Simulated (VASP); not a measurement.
# Li2S (Fm-3m) in VASP: a series of runs, part 3 of 3

VASP 6.6.1. The steps go on from the part before.

### Step 6. Single point, HSE06

Contents of POSCAR:

```
Li2S
1.0
    0.0000000000      2.8452944183      2.8452944183
    2.8452944183      0.0000000000      2.8452944183
    2.8452944183      2.8452944183      0.0000000000
Li S
2 1
Direct
    0.2500000000      0.2500000000      0.2500000000
    0.7500000000      0.7500000000      0.7500000000
    0.0000000000      0.0000000000      0.0000000000
```

Contents of INCAR.step1:

```
SYSTEM = Li2S
  ALGO = Normal
  EDIFF = 1E-5
  ENCUT = 650
  GGA = PE
  GGA_COMPAT = .FALSE.
  ISIF = 2
  ISMEAR = 0
  LASPH = .TRUE.
  LCHARG = .FALSE.
  LREAL = .FALSE.
  LWAVE = .TRUE.
  NBANDS = 13
  NELM = 120
  PREC = Accurate
  SIGMA = 0.01
```

Contents of INCAR.step2:

```
SYSTEM = Li2S
  ALGO = Normal
  EDIFF = 1E-6
  ENCUT = 650
  GGA = PE
  GGA_COMPAT = .FALSE.
  HFSCREEN = 0.2079
  ISIF = 2
  ISMEAR = 0
  ISTART = 1
  LASPH = .TRUE.
  LCHARG = .FALSE.
  LHFCALC = .TRUE.
  LREAL = .FALSE.
  LWAVE = .FALSE.
  NBANDS = 13
  NELM = 120
  PREC = Accurate
  PRECFOCK = Normal
  SIGMA = 0.01
```

Contents of KPOINTS:

```
k-points
0
G
  6 6 6
  0 0 0
```

Potentials or basis: VASP PAW PBE potentials, release 64 (Li_sv, S).

Started as:

```
> cat potpaw_PBE.64/Li_sv/POTCAR potpaw_PBE.64/S/POTCAR > POTCAR
> cp INCAR.step1 INCAR
> mpirun -np 1 vasp_std > vasp.out
> cp INCAR.step2 INCAR
> mpirun -np 1 vasp_std > vasp.out
```

OUTCAR:

```text
SYSTEM = Li2S
   EDIFF = 1E-6
   ENCUT = 650
   GGA = PE
   HFSCREEN = 0.2079
   ISIF = 2
   ISMEAR = 0
   ISTART = 1
   LASPH = .TRUE.
   LHFCALC = .TRUE.
   LREAL = .FALSE.
   NELM = 120
   PREC = Accurate
   PRECFOCK = Normal

 ion  position               nearest neighbor table
   1  0.250  0.250  0.250-   3 2.46   3 2.46   3 2.46   3 2.46
   2  0.750  0.750  0.750-   3 2.46   3 2.46   3 2.46   3 2.46
   3  0.000  0.000  0.000-   2 2.46   2 2.46   2 2.46   1 2.46   2 2.46   1 2.46   1 2.46   1 2.46

  LATTYP: Found a face centered cubic cell.
 ALAT       =     5.6905888366

  Lattice vectors:

 A1 = (   0.0000000000,   2.8452944183,   2.8452944183)
 A2 = (   2.8452944183,   0.0000000000,   2.8452944183)
 A3 = (   2.8452944183,   2.8452944183,   0.0000000000)

Analysis of symmetry for initial positions (statically):
=====================================================================
 Subroutine PRICEL returns:
 Original cell was already a primitive cell.

 Routine SETGRP: Setting up the symmetry group for a
 face centered cubic supercell.

 Subroutine GETGRP returns: Found 48 space group operations
 (whereof 48 operations were pure point group operations)
 out of a pool of 48 trial point group operations.

The static configuration has the point symmetry O_h .

Analysis of symmetry for dynamics (positions and initial velocities):
=====================================================================
 Subroutine PRICEL returns:
 Original cell was already a primitive cell.

 Routine SETGRP: Setting up the symmetry group for a
 face centered cubic supercell.

 Subroutine GETGRP returns: Found 48 space group operations
 (whereof 48 operations were pure point group operations)
 out of a pool of 48 trial point group operations.

The dynamic configuration has the point symmetry O_h .

 Subroutine INISYM returns: Found 48 space group operations
 (whereof 48 operations are pure point group operations),
 and found     1 'primitive' translations

----------------------------------------------------------------------------------------

                                     Primitive cell

  volume of cell :      46.0693

  direct lattice vectors                    reciprocal lattice vectors
     0.000000000  2.845294418  2.845294418    -0.175728739  0.175728739  0.175728739
     2.845294418  0.000000000  2.845294418     0.175728739 -0.175728739  0.175728739
     2.845294418  2.845294418  0.000000000     0.175728739  0.175728739 -0.175728739

  length of vectors
     4.023853955  4.023853955  4.023853955     0.304371104  0.304371104  0.304371104

  position of ions in fractional coordinates (direct lattice)
     0.250000000  0.250000000  0.250000000
     0.750000000  0.750000000  0.750000000
     0.000000000  0.000000000  0.000000000

  ion indices of the primitive-cell ions
   primitive index   ion index
                 1           1
                 2           2
                 3           3

----------------------------------------------------------------------------------------

 KPOINTS: k-points

Automatic generation of k-mesh.
[... 46 lines left out ...]
   NGXF,Y,Z  is equivalent  to a cutoff of  29.75, 29.75, 29.75 a.u.
 SYSTEM =  Li2S
   PREC   = accura    normal or accurate (medium, high low for compatibility)
   ISTART =      1    job   : 0-new  1-cont  2-samecut
   ICHARG =      0    charge: 1-file 2-atom 10-const
   ISPIN  =      1    spin polarized calculation?
   LNONCOLLINEAR =      F non collinear calculations
   LSORBIT =      F    spin-orbit coupling
   LASPH  =      T    aspherical Exc in radial PAW
   ENCUT  =  650.0 eV  47.77 Ry    6.91 a.u.   8.36  8.36  8.36*2*pi/ulx,y,z
   NELM   =    120;   NELMIN=  2; NELMDL=  0     # of ELM steps
   EDIFF  = 0.1E-05   stopping-criterion for ELM
   LREAL  =      F    real-space projection
   EDIFFG = 0.1E-04   stopping-criterion for IOM
   NSW    =      0    number of steps for IOM
   IBRION =     -1    ionic relax: 0-MD 1-quasi-New 2-CG
   NFREE  =      0    steps in history (QN), initial steepest desc. (CG)
   ISIF   =      2    stress and relaxation
   ISYM   =      3    0-nonsym 1-usesym 2-fastsym
   POTIM  = 0.5000    time-step for ionic-motion
   TEBEG  =    0.0;   TEEND  =   0.0 temperature during run
   PSTRESS=    0.0 pullay stress
   NELECT =      12.0000    total number of electrons
   NUPDOWN=      -1.0000    fix difference up-down
   EMIN   =  10.00;   EMAX   =-10.00  energy-range for DOS
   EFERMI =   0.00;   METHOD = LEGACY
   ISMEAR =     0;   SIGMA  =   0.01  broadening in eV -4-tet -1-fermi 0-gaus
   EFERMI_NEDOS =   21; number of points for ismear=-14 and -15
   IALGO  =     38    algorithm
   IMIX   =      1    mixing-type and parameters
     AMIX     =   0.40;   BMIX     =  1.00
     AMIX_MAG =   1.60;   BMIX_MAG =  1.00
  volume/ion in A,a.u.               =      15.36       103.63
  Fermi-wavevector in a.u.,A,eV,Ry     =   1.045518  1.975742 14.872626  1.093107
  Thomas-Fermi vector in A             =   2.180317
   LORBIT       =      0    0 simple, 1 ext, 2 COOP (PROOUT), +10 PAW based schemes
   GGA     = PE    functional components
   LHFCALC =     T    Hartree Fock is set to
   PRECFOCK=normal    Normal, Fast or Accurate (Low or Medium for compatibility)
   ENCUT4O =  -1.0   cutoff for four orbital integrals eV
   NKREDX  =     1    reduce k-point grid by
   NKREDY  =     1    reduce k-point grid by
   NKREDZ  =     1    reduce k-point grid by
   AEXX    =    0.2500 exact exchange contribution
   HFSCREEN=    0.2079 screening length (either q_TF or 0.3 A-1)
   HFSCREENC=   0.2079 screening length for correlation (either q_TF or 0.3 A-1)
   ENCUTFOCK=  -1.0 apply spherical cutoff to Coloumb kernel
   IVDW    =     0    specifies the selected vdW correction
   LEPSILON=     F    determine dielectric tensor
   LRPA    =     F    only Hartree local field effects (RPA)
 non-spin polarized calculation
 Gauss-broadening in eV      SIGMA  =   0.01
  energy-cutoff  :      650.00
  volume of cell :       46.07
 maximum number of plane-waves:      1759
 NGX is ok and might be reduce to    36
  NGX = 28; NGY = 28; NGZ = 28

 number of electron      11.9999998 magnetization

 Free energy of the ion-electron system (eV)
  ---------------------------------------------------
  ext. energy  EPLUGINS =         0.00000000
  ---------------------------------------------------
  free energy    TOTEN  =       -13.51716534 eV

  energy without entropy =      -13.51716534  energy(sigma->0) =      -13.51716534

 E-fermi :   0.8386     XC(G=0):  -7.1206

 val. band max:        0.7719959588   @ k =   0.0000   0.0000   0.0000
 cond. band min:       5.1020132775   @ k =   0.5000   0.5000   0.0000
 fundamental gap:      4.3300173187
 Fermi energy:         0.8386186772

 k-point     1 :       0.0000    0.0000    0.0000
  band No.  band energies     occupation
      1     -46.3721      2.00000
      2     -46.3280      2.00000
      3     -11.4185      2.00000
      4       0.7720      2.00000
      5       0.7720      2.00000
      6       0.7720      2.00000
      7       6.1179      0.00000
      8       8.1620      0.00000
      9       8.1620      0.00000
     10       8.1620      0.00000
     11      13.2948      0.00000
     12      13.2948      0.00000
     13      14.5247      0.00000
[... 226 lines left out ...]
  band No.  band energies     occupation
      1     -46.3522      2.00000
      2     -46.3446      2.00000
      3     -10.7627      2.00000
      4      -1.4440      2.00000
      5      -1.0290      2.00000
      6      -1.0155      2.00000
      7       6.4474      0.00000
      8       9.9326      0.00000
      9      10.4132      0.00000
     10      12.2210      0.00000
     11      13.7324      0.00000
     12      14.6992      0.00000
     13      14.9049      0.00000

------------------------ aborting loop because EDIFF is reached ----------------------------------------

  FORCE on cell =-STRESS in cart. coord.  units (eV):
  Direction    XX          YY          ZZ          XY          YZ          ZX
  --------------------------------------------------------------------------------------
  -------------------------------------------------------------------------------------
  Total       -0.1700650     -0.1700650     -0.1700650     -0.0000000     -0.0000000      0.0000000
  in kB       -5.9144439     -5.9144439     -5.9144439     -0.0000000     -0.0000000      0.0000000
  external PRESSURE =      -5.9144439 kB  Pullay stress =       0.0000000 kB

 VOLUME and BASIS-vectors are now :
 -----------------------------------------------------------------------------
  energy-cutoff  :      650.00
  volume of cell :       46.07
      direct lattice vectors                 reciprocal lattice vectors
     0.000000000  2.845294418  2.845294418    -0.175728739  0.175728739  0.175728739
     2.845294418  0.000000000  2.845294418     0.175728739 -0.175728739  0.175728739
     2.845294418  2.845294418  0.000000000     0.175728739  0.175728739 -0.175728739

 POSITION                                       TOTAL-FORCE (eV/Angst)
 -----------------------------------------------------------------------------------
      1.42265      1.42265      1.42265        -0.000000     -0.000000     -0.000000
      4.26794      4.26794      4.26794         0.000000      0.000000      0.000000
      0.00000      0.00000      0.00000        -0.000000      0.000000     -0.000000
 -----------------------------------------------------------------------------------
    total drift:                                0.000000      0.000000      0.000000

  FREE ENERGIE OF THE ION-ELECTRON SYSTEM (eV)
  ---------------------------------------------------
  free  energy   TOTEN  =       -13.5171653403 eV

  energy  without entropy=      -13.5171653403  energy(sigma->0) =      -13.51716534
```

It took 45 min on 1 thread of AMD EPYC 7R13, shared host; peak memory 0.3 GiB.

What came out:

```
Free energy            : -13.5172 eV
Pressure               : -0.6 GPa
Band gap on the k mesh : 4.33 eV (least direct gap 5.35 eV)
```

Levels at points of the mesh, in eV from the valence-band top:
| k point | band 4 | band 5 | band 6 | band 7 | band 8 | band 9 |
| --- | --- | --- | --- | --- | --- | --- |
| (0.00, 0.00, 0.00) | 0.00 | 0.00 | 0.00 | 5.35 | 7.39 | 7.39 |
| (0.50, 0.00, 0.00) | -3.16 | -0.55 | -0.55 | 7.28 | 7.72 | 7.72 |
| (0.50, 0.50, 0.00) | -2.41 | -1.54 | -1.54 | 4.33 | 8.25 | 12.56 |

Caveat: the PAW data sets were made with another functional, which shifts forces and pressure a little. A k mesh can miss the band edges.

### Step 7. Summary

```csv
level,k mesh,cutoff (eV),grid for exact exchange (PRECFOCK),share of exact exchange,screening parameter,gap on the mesh (eV),pressure (GPa)
PBE,6 × 6 × 6,750,-,-,-,3.39,0.2
PBE,8 × 8 × 8,750,-,-,-,3.39,0.2
r2SCAN,6 × 6 × 6,830,-,-,-,3.86,-0.2
HSE06,6 × 6 × 6,650,Normal,0.25,0.2079 1/Å,4.33,-0.6
```

Alike in all rows: task single point; potentials or basis VASP PAW PBE potentials, release 64 (Li_sv, S); no spin polarisation; cell as given; smearing gaussian 0.01 eV.

On the cell as given the gap runs from 3.39 eV (PBE) to 4.33 eV (HSE06); the meshes differ, which moves gaps too. The pressure there spans -0.6 GPa (HSE06) to 0.2 GPa (PBE); a positive pressure means that this level wants a larger cell, a negative one a smaller.

Caveats: the PAW data sets were made with another functional, which shifts forces and pressure a little (at least some runs).

Total energies depend on the potentials used, so only differences within one code and one set of settings carry meaning.
